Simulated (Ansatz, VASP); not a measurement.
**SiO2: VASP beside Ansatz**

```
Si O
1.0
     4.19463    0.00000    0.00000
     0.00000    4.19463    0.00000
     0.00000    0.00000    2.67846
Si O
2 4
Direct
  0.00000 0.00000 0.00000
  0.50000 0.50000 0.50000
  0.30606 0.30606 0.00000
  0.19394 0.80606 0.50000
  0.69394 0.69394 0.00000
  0.80606 0.19394 0.50000
```

Alike in both runs: functional PBEsol; k mesh 6 × 6 × 8; occupations gaussian, width 0.02 eV; no spin polarisation.

Ansatz relaxed the structure, and its values are those at the end. VASP's run is a single point on that final structure, the one shown.

|  | VASP | Ansatz |
| --- | --- | --- |
| version | VASP 6.6.1 | Ansatz 0.2.0 |
| potentials or method | VASP PAW PBE potentials, release 64 (Si, O), cutoff 520 eV | scalar-relativistic, plane waves, PAW |
| valence electrons in the cell | 32 | 32 |

```tsv
	VASP	Ansatz	Ansatz less VASP
gap on the k mesh at the Fermi level (eV)	5.36	5.35	-0.006
least direct gap on the mesh (eV)	5.36	5.35	-0.006
pressure (GPa)	0.7	0.0	-0.69
rms of the force components (eV/Å)	0.017	0.000	-0.0168
```

VASP's potentials were made for PBE, not for PBEsol.
